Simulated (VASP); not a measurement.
A run of VASP 6.6.1 is set up as follows.

INCAR

```
SYSTEM = As
PREC = Accurate ; ENCUT = 520
EDIFF = 1E-7 ; ISMEAR = -1
SIGMA = 0.1 ; LREAL = .False.
LASPH = .True. ; NELM = 80
ALGO = Normal ; ISIF = 2
LWAVE = .False. ; LCHARG = .False.
GGA = PE ; NBANDS = 12
```

File KPOINTS:

```
Automatic mesh
0
Gamma
  17 17 17
  0 0 0
```

POSCAR

```
As
1.0
   -2.4877917490      2.4877917490      1.3116667068
    2.4877917490     -2.4877917490      1.3116667068
    2.4877917490      2.4877917490     -1.3116667068
As
2
Direct
   -0.3750000000     -0.1250000000     -0.2500000000
    0.3750000000      0.1250000000      0.2500000000
```

Potentials or basis: VASP PAW PBE potentials, release 64 (As).

Run with:

```sh
$ cat potpaw_PBE.64/As/POTCAR > POTCAR
$ mpirun -np 1 vasp_std > vasp.out
```

Question: Estimate the pressure.

Answer: 28.7 GPa.

Question: Predict the band gap on the k mesh.

Answer: Zero (bands 5 and 6 overlap by 7.81 eV).

Caveat: the cell stands under pressure.
